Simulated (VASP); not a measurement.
# Cu (Fm-3m) in VASP: further runs

Cu is run at these levels: PBEsol; tasks: single point, relaxation of cell and atoms.

Program: VASP 6.6.1. These are calculated values, not measurements. Logs are shortened: lines on timing, memory, paths and dates and some standing lists are left out, and cuts for length are marked.

**1. The cell of the first run**

Symmetry: Fm-3m, No. 225, cubic system. The conventional cell has a = 3.563 Å, b = 3.563 Å, c = 3.563 Å, α = 90.00°, β = 90.00°, γ = 90.00°. Within 3.3 Å of Cu (site symmetry m-3m) lie 12 Cu at 2.52 Å.

**2. Single point, PBEsol**

INCAR

```
SYSTEM = Cu
ALGO = Normal
EDIFF = 1E-6
ENCUT = 520
GGA = PS
ISIF = 2
ISMEAR = 0
LASPH = .TRUE.
LCHARG = .FALSE.
LREAL = .FALSE.
LWAVE = .FALSE.
NBANDS = 12
NELM = 60
PREC = Accurate
SIGMA = 0.05
```

KPOINTS

```
k-points
0
G
  12 12 12
  0 0 0
```

POSCAR

```
Cu
1.0
    2.5192059503      0.0000000000      0.0000000000
    1.2596029751      2.1816963503      0.0000000000
    1.2596029751      0.7272321168      2.0569230450
Cu
1
Direct
    0.0000000000      0.0000000000      0.0000000000
```

Potentials or basis: VASP PAW PBE potentials, release 64 (Cu).

Command:

```console
$ cat potpaw_PBE.64/Cu/POTCAR > POTCAR
$ mpirun -np 1 vasp_std > vasp.out
```

OUTCAR:

```text
SYSTEM = Cu
   EDIFF = 1E-6
   ENCUT = 520
   GGA = PS
   ISIF = 2
   ISMEAR = 0
   LASPH = .TRUE.
   LREAL = .FALSE.
   NELM = 60
   PREC = Accurate

 ion  position               nearest neighbor table
   1  0.000  0.000  0.000-

  LATTYP: Found a face centered cubic cell.
 ALAT       =     3.5626952213

  Lattice vectors:

 A1 = (   2.5192059503,   0.0000000000,   0.0000000000)
 A2 = (   1.2596029751,   2.1816963503,   0.0000000000)
 A3 = (   1.2596029751,   0.7272321168,   2.0569230450)

Analysis of symmetry for initial positions (statically):
=====================================================================
 Subroutine PRICEL returns:
 Original cell was already a primitive cell.

 Routine SETGRP: Setting up the symmetry group for a
 face centered cubic supercell.

 Subroutine GETGRP returns: Found 48 space group operations
 (whereof 48 operations were pure point group operations)
 out of a pool of 48 trial point group operations.

The static configuration has the point symmetry O_h .

Analysis of symmetry for dynamics (positions and initial velocities):
=====================================================================
 Subroutine PRICEL returns:
 Original cell was already a primitive cell.

 Routine SETGRP: Setting up the symmetry group for a
 face centered cubic supercell.

 Subroutine GETGRP returns: Found 48 space group operations
 (whereof 48 operations were pure point group operations)
 out of a pool of 48 trial point group operations.

The dynamic configuration has the point symmetry O_h .

 Subroutine INISYM returns: Found 48 space group operations
 (whereof 48 operations are pure point group operations),
 and found     1 'primitive' translations

----------------------------------------------------------------------------------------

                                     Primitive cell

  volume of cell :      11.3051

  direct lattice vectors                    reciprocal lattice vectors
     2.519205950  0.000000000  0.000000000     0.396950476 -0.229179464 -0.162054353
     1.259602975  2.181696350  0.000000000     0.000000000  0.458358928 -0.162054353
     1.259602975  0.727232117  2.056923045     0.000000000  0.000000000  0.486163059

  length of vectors
     2.519205950  2.519205950  2.519205950     0.486163059  0.486163059  0.486163059

  position of ions in fractional coordinates (direct lattice)
     0.000000000  0.000000000  0.000000000

  ion indices of the primitive-cell ions
   primitive index   ion index
                 1           1

----------------------------------------------------------------------------------------

 KPOINTS: k-points

Automatic generation of k-mesh.
 Grid dimensions read from file:
 generate k-points for:   12   12   12

 Generating k-lattice:

  Cartesian coordinates                     Fractional coordinates (reciprocal lattice)
     0.033079206 -0.019098289 -0.013504529     0.083333333  0.000000000  0.000000000
     0.000000000  0.038196577 -0.013504529     0.000000000  0.083333333  0.000000000
     0.000000000  0.000000000  0.040513588     0.000000000  0.000000000  0.083333333

  Length of vectors
     0.040513588  0.040513588  0.040513588

  Shift w.r.t. Gamma in fractional coordinates (k-lattice)
     0.000000000  0.000000000  0.000000000

 Subroutine IBZKPT returns following result:
 ===========================================

 Found     72 irreducible k-points:

 Following reciprocal coordinates:
            Coordinates               Weight
  0.000000  0.000000  0.000000      1.000000
  0.083333 -0.000000 -0.000000      8.000000
  0.166667  0.000000  0.000000      8.000000
  0.250000 -0.000000  0.000000      8.000000
  0.333333  0.000000  0.000000      8.000000
  0.416667 -0.000000 -0.000000      8.000000
[... 16 lines left out ...]
  0.500000  0.166667  0.000000     24.000000
 -0.416667  0.166667  0.000000     24.000000
 [... further k-points ...]
   k-points           NKPTS =     72   k-points in BZ     NKDIM =     72   number of bands    NBANDS=     12
   number of dos      NEDOS =    301   number of ions     NIONS =      1
   total plane-waves  NPLWV =   8000
   dimension x,y,z NGX =    20 NGY =   20 NGZ =   20
   dimension x,y,z NGXF=    40 NGYF=   40 NGZF=   40
   ions per type =               1
   NGX,Y,Z   is equivalent  to a cutoff of  13.20, 13.20, 13.20 a.u.
   NGXF,Y,Z  is equivalent  to a cutoff of  26.40, 26.40, 26.40 a.u.
 SYSTEM =  Cu
   PREC   = accura    normal or accurate (medium, high low for compatibility)
   ISTART =      0    job   : 0-new  1-cont  2-samecut
   ICHARG =      2    charge: 1-file 2-atom 10-const
   ISPIN  =      1    spin polarized calculation?
   LNONCOLLINEAR =      F non collinear calculations
   LSORBIT =      F    spin-orbit coupling
   LASPH  =      T    aspherical Exc in radial PAW
   ENCUT  =  520.0 eV  38.22 Ry    6.18 a.u.   4.68  4.68  4.68*2*pi/ulx,y,z
   NELM   =     60;   NELMIN=  2; NELMDL= -5     # of ELM steps
   EDIFF  = 0.1E-05   stopping-criterion for ELM
   LREAL  =      F    real-space projection
   EDIFFG = 0.1E-04   stopping-criterion for IOM
   NSW    =      0    number of steps for IOM
   IBRION =     -1    ionic relax: 0-MD 1-quasi-New 2-CG
   NFREE  =      0    steps in history (QN), initial steepest desc. (CG)
   ISIF   =      2    stress and relaxation
   ISYM   =      2    0-nonsym 1-usesym 2-fastsym
   POTIM  = 0.5000    time-step for ionic-motion
   TEBEG  =    0.0;   TEEND  =   0.0 temperature during run
   PSTRESS=    0.0 pullay stress
   NELECT =      11.0000    total number of electrons
   NUPDOWN=      -1.0000    fix difference up-down
   EMIN   =  10.00;   EMAX   =-10.00  energy-range for DOS
   EFERMI =   0.00;   METHOD = LEGACY
   ISMEAR =     0;   SIGMA  =   0.05  broadening in eV -4-tet -1-fermi 0-gaus
   EFERMI_NEDOS =   21; number of points for ismear=-14 and -15
   IALGO  =     38    algorithm
   IMIX   =      4    mixing-type and parameters
     AMIX     =   0.40;   BMIX     =  1.00
     AMIX_MAG =   1.60;   BMIX_MAG =  1.00
  volume/ion in A,a.u.               =      11.31        76.29
  Fermi-wavevector in a.u.,A,eV,Ry     =   1.622235  3.065579 35.805715  2.631646
  Thomas-Fermi vector in A             =   2.715881
   LORBIT       =      0    0 simple, 1 ext, 2 COOP (PROOUT), +10 PAW based schemes
   GGA     = PS    functional components
   LHFCALC =     F    Hartree Fock is set to
   AEXX    =    0.0000 exact exchange contribution
   IVDW    =     0    specifies the selected vdW correction
   LEPSILON=     F    determine dielectric tensor
   LRPA    =     F    only Hartree local field effects (RPA)
 non-spin polarized calculation
 Gauss-broadening in eV      SIGMA  =   0.05
  energy-cutoff  :      520.00
  volume of cell :       11.31
 maximum number of plane-waves:       316
   NGX =  9   NGY =  9   NGZ =  9

 number of electron      11.0000013 magnetization

 Free energy of the ion-electron system (eV)
  ---------------------------------------------------
  ext. energy  EPLUGINS =         0.00000000
  ---------------------------------------------------
  free energy    TOTEN  =        -4.30539653 eV

  energy without entropy =       -4.30502259  energy(sigma->0) =       -4.30520956

 E-fermi :   7.8731     XC(G=0): -13.1658

 val. band max:        7.7683412349   @ k =   0.4167   0.4167  -0.0000
 cond. band min:       7.8843141218   @ k =   0.5000   0.3333   0.1667
 fundamental gap:      0.1159728870
 Fermi energy:         7.8730801757

 k-point     1 :       0.0000    0.0000    0.0000
  band No.  band energies     occupation
      1      -1.7756      2.00000
      2       4.7824      2.00000
      3       4.7824      2.00000
      4       4.7824      2.00000
      5       5.6728      2.00000
      6       5.6728      2.00000
      7      30.8846      0.00000
      8      33.8411      0.00000
      9      33.8411      0.00000
     10      33.8411      0.00000
     11      36.3589      0.00000
     12      36.3589      0.00000

 k-point     2 :       0.0833   -0.0000   -0.0000
  band No.  band energies     occupation
      1      -1.5152      2.00000
      2       4.7256      2.00000
      3       4.8319      2.00000
      4       4.8319      2.00000
      5       5.6538      2.00000
      6       5.6538      2.00000
      7      29.2690      0.00000
      8      31.9037      0.00000
      9      33.1383      0.00000
     10      33.1383      0.00000
     11      37.4067      0.00000
     12      37.4067      0.00000

 k-point     3 :       0.1667    0.0000    0.0000
  band No.  band energies     occupation
      1      -0.7563      2.00000
      2       4.5923      2.00000
      3       4.9309      2.00000
      4       4.9309      2.00000
      5       5.6437      2.00000
      6       5.6437      2.00000
      7      25.0153      0.00000
      8      31.3980      0.00000
      9      32.1491      0.00000
     10      32.1491      0.00000
     11      38.1905      0.00000
     12      38.7062      0.00000
[... 286 lines left out ...]
 k-point    23 :       0.5000    0.1667    0.0000
  band No.  band energies     occupation
      1       3.0497      2.00000
      2       4.3439      2.00000
      3       4.8556      2.00000
      4       5.0958      2.00000
      5       6.2997      2.00000
      6       8.4130      0.00000
      7      13.1611      0.00000
      8      24.0994      0.00000
      9      26.5675      0.00000
     10      28.7877      0.00000
     11      38.7939      0.00000
     12      39.1568      0.00000

 k-point    24 :      -0.4167    0.1667    0.0000
  band No.  band energies     occupation
      1       3.1100      2.00000
      2       4.3969      2.00000
      3       4.9416      2.00000
      4       5.0585      2.00000
      5       6.1734      2.00000
      6       8.9392      0.00000
      7      12.4651      0.00000
      8      23.0825      0.00000
      9      27.6326      0.00000
     10      29.1893      0.00000
     11      37.8832      0.00000
     12      38.6527      0.00000

 [... further k-points ...]
[... 5 lines left out ...]
  --------------------------------------------------------------------------------------
  -------------------------------------------------------------------------------------
  Total        0.0517016      0.0517016      0.0517016     -0.0000000      0.0000000     -0.0000000
  in kB        7.3272027      7.3272027      7.3272027     -0.0000000      0.0000000     -0.0000000
  external PRESSURE =       7.3272027 kB  Pullay stress =       0.0000000 kB

 VOLUME and BASIS-vectors are now :
 -----------------------------------------------------------------------------
  energy-cutoff  :      520.00
  volume of cell :       11.31
      direct lattice vectors                 reciprocal lattice vectors
     2.519205950  0.000000000  0.000000000     0.396950476 -0.229179464 -0.162054353
     1.259602975  2.181696350  0.000000000     0.000000000  0.458358928 -0.162054353
     1.259602975  0.727232117  2.056923045     0.000000000  0.000000000  0.486163059

 POSITION                                       TOTAL-FORCE (eV/Angst)
 -----------------------------------------------------------------------------------
      0.00000      0.00000      0.00000         0.000000     -0.000000      0.000000
 -----------------------------------------------------------------------------------
    total drift:                                0.000000      0.000000      0.000000

  FREE ENERGIE OF THE ION-ELECTRON SYSTEM (eV)
  ---------------------------------------------------
  free  energy   TOTEN  =        -4.3053965278 eV

  energy  without entropy=       -4.3050225933  energy(sigma->0) =       -4.30520956
```

It took 4.1 s on 1 thread of Intel Xeon 6975P-C (Granite Rapids), shared host; peak memory 0.12 GiB.

What came out:

* Free energy: -4.3054 eV
* Pressure: 0.7 GPa

Caveat: the PAW data sets were made with another functional, which shifts forces and pressure a little.

**3. Relaxation of cell and atoms, PBEsol**

This run uses another cell than the first one, of 11.81 Å³/atom, 1.045 times its volume.

INCAR

```
SYSTEM = Cu
PREC = Accurate ; ENCUT = 600
EDIFF = 1E-6 ; ISMEAR = 0
SIGMA = 0.05 ; LREAL = .False.
LASPH = .True. ; NELM = 60
ALGO = Normal ; ISIF = 3
LWAVE = .False. ; LCHARG = .False.
GGA = PS ; IBRION = 2
NSW = 80 ; EDIFFG = -0.01
```

KPOINTS

```
regular mesh
0
Gamma
  12 12 12
  0 0 0
```

POSCAR

```
Cu
1.0
    2.5561910000      0.0000000000      0.0000000000
    1.2780955000      2.2137263429      0.0000000000
    1.2780955000      0.7379087810      2.0871212117
Cu
1
Direct
    0.0000000000      0.0000000000      0.0000000000
```

Potentials or basis: VASP PAW PBE potentials, release 64 (Cu).

Command:

```console
$ cat potpaw_PBE.64/Cu/POTCAR > POTCAR
$ mpirun -np 1 vasp_std > vasp.out
```

Wall time 7.9 s (1 thread of Intel Xeon 6975P-C (Granite Rapids), shared host); peak memory 0.13 GiB.

Results (log left out):

| Item | Value |
| --- | --- |
| Free energy | -4.3058 eV |
| Relaxed volume | 11.35 Å³/atom |
| Relaxed cell | a = 2.523 Å, b = 2.523 Å, c = 2.523 Å, α = 60.00°, β = 60.00°, γ = 60.00° |
| Space group after relaxing (to 0.05 Å) | Fm-3m (No. 225) |
| Energy gained by relaxing | 8.7 meV/atom |
| Ionic steps | 3 |
| Pressure after relaxing | 0.0 GPa |

Step by step:
```tsv
step	energy change (eV)	largest force (eV/Å)	pressure (GPa)	volume (Å³)
1	0.0000	0.0000	-5.79	11.81
2	-0.0055	0.0000	4.10	11.10
3	-0.0087	0.0000	-0.01	11.35
```

Final structure:
```xyz
1
Lattice="2.5229 0.0000 0.0000 1.2614 2.1849 0.0000 1.2614 0.7283 2.0599" Properties=species:S:1:pos:R:3 pbc="T T T"
Cu    0.0000    0.0000    0.0000
```

Levels at points of the mesh, in eV from the Fermi level:
```tsv
k point	band 3	band 4	band 5	band 6	band 7	band 8	band 9
(0.00, 0.00, 0.00)	-3.07	-3.07	-2.19	-2.19	22.98	25.90	25.90
(0.50, 0.00, 0.00)	-3.11	-1.59	-1.59	-1.07	4.02	21.45	22.71
(0.50, 0.50, 0.00)	-1.60	-1.44	-1.44	1.51	7.45	13.42	13.42
```

Caveat: the PAW data sets were made with another functional, which shifts forces and pressure a little.
